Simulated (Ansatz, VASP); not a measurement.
Two plane-wave programs on TaN

```
CELL_PARAMETERS angstrom
2.90166 0.00000 0.00000
-1.45083 2.51291 0.00000
0.00000 0.00000 5.89152
ATOMIC_POSITIONS crystal
Ta 0.00000 0.00000 0.00000
Ta 0.00000 0.00000 0.50000
N 0.33333 0.66667 0.25000
N 0.66667 0.33333 0.75000
```

Alike in both runs: task single point; functional r2SCAN; k mesh 18 × 18 × 8; occupations gaussian, width 0.15 eV; no spin polarisation.

|  | VASP | Ansatz |
| --- | --- | --- |
| version | VASP 6.6.1 | Ansatz 0.2.0 |
| potentials or method | VASP PAW PBE potentials, release 64 (Ta_pv, N), cutoff 520 eV | scalar-relativistic, plane waves, PAW |
| valence electrons in the cell | 32 | 36 |

```tsv
	VASP	Ansatz	Ansatz less VASP
gap on the k mesh at the Fermi level (eV)	none	none	-
pressure (GPa)	1.8	0.0	-1.77
traceless stress, the component that is largest in VASP (GPa)	0.15	-0.06	-0.207
```

VASP's potentials were made for PBE, not for r2SCAN. A gap of «none» marks a metal or a gap that the smearing closes. The functional is the same, so the differences come from potentials, cutoffs and numerics. VASP's potentials hold 32 valence electrons a cell and Ansatz's 36, so a difference there can come from the potentials and not from the codes.

Spin-orbit coupling is off throughout.
